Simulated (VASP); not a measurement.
# Sn (Im-3m) in VASP: notebook

The runs below take Sn through single point, with r2SCAN.

Everything below comes from runs of VASP 6.6.1. Logs are shortened: lines on timing, memory, paths and dates and some standing lists are left out, and cuts for length are marked.

### 1 The cell of the first run

Symmetry: Im-3m, No. 229, cubic system. Conventional cell: a = 3.772 Å, b = 3.772 Å, c = 3.772 Å, α = 90.00°, β = 90.00°, γ = 90.00°. Sn (site symmetry m-3m) has 14 Sn at 3.27 to 3.77 Å within 4.3 Å.

This isn't the form of Sn at room conditions, which is tetragonal (white tin).

### 2 Single point, r2SCAN

POSCAR

```
Sn
1.0
   -1.8861555452      1.8861555452      1.8861555452
    1.8861555452     -1.8861555452      1.8861555452
    1.8861555452      1.8861555452     -1.8861555452
Sn
1
Direct
    0.0000000000      0.0000000000      0.0000000000
```

INCAR.step1

```
SYSTEM = Sn
PREC = Accurate
ENCUT = 520
ISMEAR = 1
SIGMA = 0.05
LREAL = .False.
LASPH = .True.
NELM = 80
NBANDS = 13
GGA = PE
ALGO = Normal
EDIFF = 1E-4
LWAVE = .True.
LCHARG = .False.
```

INCAR.step2

```
SYSTEM = Sn
PREC = Accurate
ENCUT = 520
EDIFF = 1E-6
ISMEAR = 1
SIGMA = 0.05
LREAL = .False.
LASPH = .True.
NELM = 80
ALGO = Normal
ISIF = 2
LWAVE = .False.
LCHARG = .True.
METAGGA = R2SCAN
LMIXTAU = .True.
LELF = .True.
LVHAR = .True.
NBANDS = 13
ISTART = 1
```

KPOINTS

```
regular mesh
0
Gamma
  16 16 16
  0 0 0
```

Potentials or basis: VASP PAW PBE potentials, release 64 (Sn_d).

Command:

```
> cat potpaw_PBE.64/Sn_d/POTCAR > POTCAR
> cp INCAR.step1 INCAR
> mpirun -np 1 vasp_std > vasp.out
> cp INCAR.step2 INCAR
> mpirun -np 1 vasp_std > vasp.out
```

OUTCAR:

```text
SYSTEM = Sn
   PREC = Accurate
   ENCUT = 520
   EDIFF = 1E-6
   ISMEAR = 1
   LREAL = .False.
   LASPH = .True.
   NELM = 80
   ISIF = 2
   METAGGA = R2SCAN
   ISTART = 1

 ion  position               nearest neighbor table
   1  0.000  0.000  0.000-

  LATTYP: Found a body centered cubic cell.
 ALAT       =     3.7723110904

  Lattice vectors:

 A1 = (  -1.8861555452,   1.8861555452,   1.8861555452)
 A2 = (   1.8861555452,  -1.8861555452,   1.8861555452)
 A3 = (   1.8861555452,   1.8861555452,  -1.8861555452)

Analysis of symmetry for initial positions (statically):
=====================================================================
 Subroutine PRICEL returns:
 Original cell was already a primitive cell.

 Routine SETGRP: Setting up the symmetry group for a
 body centered cubic supercell.

 Subroutine GETGRP returns: Found 48 space group operations
 (whereof 48 operations were pure point group operations)
 out of a pool of 48 trial point group operations.

The static configuration has the point symmetry O_h .

Analysis of symmetry for dynamics (positions and initial velocities):
=====================================================================
 Subroutine PRICEL returns:
 Original cell was already a primitive cell.

 Routine SETGRP: Setting up the symmetry group for a
 body centered cubic supercell.

 Subroutine GETGRP returns: Found 48 space group operations
 (whereof 48 operations were pure point group operations)
 out of a pool of 48 trial point group operations.

The dynamic configuration has the point symmetry O_h .

 Subroutine INISYM returns: Found 48 space group operations
 (whereof 48 operations are pure point group operations),
 and found     1 'primitive' translations

----------------------------------------------------------------------------------------

                                     Primitive cell

  volume of cell :      26.8406

  direct lattice vectors                    reciprocal lattice vectors
    -1.886155545  1.886155545  1.886155545     0.000000000  0.265089484  0.265089484
     1.886155545 -1.886155545  1.886155545     0.265089484  0.000000000  0.265089484
     1.886155545  1.886155545 -1.886155545     0.265089484  0.265089484  0.000000000

  length of vectors
     3.266917235  3.266917235  3.266917235     0.374893143  0.374893143  0.374893143

  position of ions in fractional coordinates (direct lattice)
     0.000000000  0.000000000  0.000000000

  ion indices of the primitive-cell ions
[... 70 lines left out ...]
   LSORBIT =      F    spin-orbit coupling
   LASPH  =      T    aspherical Exc in radial PAW
   ENCUT  =  520.0 eV  38.22 Ry    6.18 a.u.   6.07  6.07  6.07*2*pi/ulx,y,z
   NELM   =     80;   NELMIN=  2; NELMDL=  0     # of ELM steps
   EDIFF  = 0.1E-05   stopping-criterion for ELM
   LREAL  =      F    real-space projection
[... 7 lines left out ...]
   TEBEG  =    0.0;   TEEND  =   0.0 temperature during run
   PSTRESS=    0.0 pullay stress
   NELECT =      14.0000    total number of electrons
   NUPDOWN=      -1.0000    fix difference up-down
   EMIN   =  10.00;   EMAX   =-10.00  energy-range for DOS
   EFERMI =   0.00;   METHOD = LEGACY
   ISMEAR =     1;   SIGMA  =   0.05  broadening in eV -4-tet -1-fermi 0-gaus
   EFERMI_NEDOS =   21; number of points for ismear=-14 and -15
   IALGO  =     38    algorithm
   IMIX   =      4    mixing-type and parameters
     AMIX     =   0.40;   BMIX     =  1.00
     AMIX_MAG =   1.60;   BMIX_MAG =  1.00
  volume/ion in A,a.u.               =      26.84       181.13
  Fermi-wavevector in a.u.,A,eV,Ry     =   1.317812  2.490303 23.628252  1.736628
  Thomas-Fermi vector in A             =   2.447826
   LORBIT       =      0    0 simple, 1 ext, 2 COOP (PROOUT), +10 PAW based schemes
   METAGGA = R2SCAN    functional components
   LHFCALC =     F    Hartree Fock is set to
   AEXX    =    0.0000 exact exchange contribution
   IVDW    =     0    specifies the selected vdW correction
   LEPSILON=     F    determine dielectric tensor
   LRPA    =     F    only Hartree local field effects (RPA)
 non-spin polarized calculation
 Methfessel and Paxton  Order N= 1 SIGMA  =   0.05
  energy-cutoff  :      520.00
  volume of cell :       26.84
 maximum number of plane-waves:       736
   NGX = 13   NGY = 13   NGZ = 13

 number of electron      13.9999991 magnetization

 Free energy of the ion-electron system (eV)
  ---------------------------------------------------
  ext. energy  EPLUGINS =         0.00000000
  ---------------------------------------------------
  free energy    TOTEN  =       -24.49529108 eV

  energy without entropy =      -24.49526384  energy(sigma->0) =      -24.49528200

 E-fermi :   8.1469     XC(G=0): -11.3265

 val. band max:        8.1293455866   @ k =  -0.3125   0.3125   0.1250
 cond. band min:       8.1566500510   @ k =  -0.2500   0.3750   0.1250
 fundamental gap:      0.0273044644
 Fermi energy:         8.1469280691

 k-point     1 :       0.0000    0.0000    0.0000
  band No.  band energies     occupation
      1     -14.0812      2.00000
      2     -14.0811      2.00000
      3     -14.0811      2.00000
      4     -13.9226      2.00000
      5     -13.9226      2.00000
      6      -3.5586      2.00000
      7      16.7456      0.00000
      8      16.7456      0.00000
      9      16.7456      0.00000
     10      21.1237      0.00000
     11      21.1237      0.00000
     12      21.1237      0.00000
     13      21.5073      0.00000
[... 354 lines left out ...]
  band No.  band energies     occupation
      1     -14.1010      2.00000
      2     -14.0390      2.00000
      3     -13.9480      2.00000
      4     -13.9391      2.00000
      5     -13.8870      2.00000
      6      -0.2049      2.00000
      7       7.1868      2.00000
      8       9.4089      0.00000
      9      13.2981      0.00000
     10      18.6698      0.00000
     11      19.9295      0.00000
     12      22.6524      0.00000
     13      25.4087      0.00000

 [... further k-points ...]
[... 5 lines left out ...]
  --------------------------------------------------------------------------------------
  -------------------------------------------------------------------------------------
  Total        0.0891853      0.0891853      0.0891853      0.0000000      0.0000000     -0.0000000
  in kB        5.3236737      5.3236737      5.3236737      0.0000000      0.0000000     -0.0000000
  external PRESSURE =       5.3236737 kB  Pullay stress =       0.0000000 kB

 VOLUME and BASIS-vectors are now :
 -----------------------------------------------------------------------------
  energy-cutoff  :      520.00
  volume of cell :       26.84
      direct lattice vectors                 reciprocal lattice vectors
    -1.886155545  1.886155545  1.886155545     0.000000000  0.265089484  0.265089484
     1.886155545 -1.886155545  1.886155545     0.265089484  0.000000000  0.265089484
     1.886155545  1.886155545 -1.886155545     0.265089484  0.265089484  0.000000000

 POSITION                                       TOTAL-FORCE (eV/Angst)
 -----------------------------------------------------------------------------------
      0.00000      0.00000      0.00000         0.000000      0.000000     -0.000000
 -----------------------------------------------------------------------------------
    total drift:                                0.000000      0.000000     -0.000000

  FREE ENERGIE OF THE ION-ELECTRON SYSTEM (eV)
  ---------------------------------------------------
  free  energy   TOTEN  =       -24.4952910780 eV

  energy  without entropy=      -24.4952638418  energy(sigma->0) =      -24.49528200
```

OUTCAR.step1:

```text
SYSTEM = Sn
   PREC = Accurate
   ENCUT = 520
   ISMEAR = 1
   LREAL = .False.
   LASPH = .True.
   NELM = 80
[... 600 lines left out ...]
 -----------------------------------------------------------------------------------
      0.00000      0.00000      0.00000        -0.000000     -0.000000      0.000000
 -----------------------------------------------------------------------------------
    total drift:                                0.000000      0.000000      0.000000

  FREE ENERGIE OF THE ION-ELECTRON SYSTEM (eV)
  ---------------------------------------------------
  free  energy   TOTEN  =        -3.7674111814 eV

  energy  without entropy=       -3.7675204002  energy(sigma->0) =       -3.76744759
```

Wall time 1.9 min (1 thread of Intel Xeon 8259CL, shared host); peak memory 0.18 GiB.

What came out:

* Free energy: -24.4953 eV
* Pressure: 0.5 GPa
* Band gap on the k mesh: zero (bands 7 and 8 overlap by 11.12 eV)

Caveat: the PAW data sets were made with another functional, which shifts forces and pressure a little; spin-orbit coupling is left out, which moves the levels of the heavy elements.

### 3 Single point, r2SCAN

This run uses another cell than the first one, of 27.11 Å³/atom.

POSCAR

```
Sn
1.0
   -1.8924849736      1.8924849736      1.8924849736
    1.8924849736     -1.8924849736      1.8924849736
    1.8924849736      1.8924849736     -1.8924849736
Sn
1
Direct
    0.0000000000      0.0000000000      0.0000000000
```

INCAR.step1

```
ALGO = Normal ; EDIFF = 1E-4
ENCUT = 520 ; GGA = PE
ISMEAR = 1 ; LASPH = True
LCHARG = False ; LREAL = False
LWAVE = True ; NBANDS = 13
NELM = 100 ; PREC = Accurate
SIGMA = 0.05
```

INCAR.step2

```
ALGO = Normal ; EDIFF = 1E-6
ENCUT = 520 ; ISIF = 2
ISMEAR = 1 ; ISTART = 1
LASPH = True ; LCHARG = True
LELF = True ; LMIXTAU = True
LREAL = False ; LVHAR = True
LWAVE = False ; METAGGA = R2SCAN
NBANDS = 13 ; NELM = 100
PREC = Accurate ; SIGMA = 0.05
```

KPOINTS

```
k-points
0
Gamma
  16 16 16
```

Potentials or basis: VASP PAW PBE potentials, release 64 (Sn_d).

Command:

```
> cat potpaw_PBE.64/Sn_d/POTCAR > POTCAR
> cp INCAR.step1 INCAR
> mpirun -np 1 vasp_std > vasp.out
> cp INCAR.step2 INCAR
> mpirun -np 1 vasp_std > vasp.out
```

It took 2.3 min on 1 thread of Intel Xeon 8259CL, shared host; peak memory 0.18 GiB.

Results (log left out):

| Item | Value |
| --- | --- |
| Free energy | -24.4959 eV |
| Pressure | 0.0 GPa |
| Band gap on the k mesh | zero (bands 7 and 8 overlap by 10.99 eV) |

Levels at points of the mesh, in eV from the Fermi level:
```
           k point  band 4  band 5  band 6  band 7  band 8  band 9  band 10  band 11
(0.00, 0.00, 0.00)  -22.06  -22.06  -11.62    8.50    8.50    8.50    12.96    12.96
(0.50, 0.00, 0.00)  -22.07  -21.97   -6.60   -4.65    3.80    5.91     8.63     8.68
(0.50, 0.50, 0.50)  -21.99  -21.99   -2.26   -0.55   -0.55   -0.55     4.23     4.23
```

Caveat: the PAW data sets were made with another functional, which shifts forces and pressure a little; spin-orbit coupling is left out, which moves the levels of the heavy elements.

(Part 1 of 2 ends here.)

The gap in the log of VASP goes by the Fermi energy; the results here count the filled bands.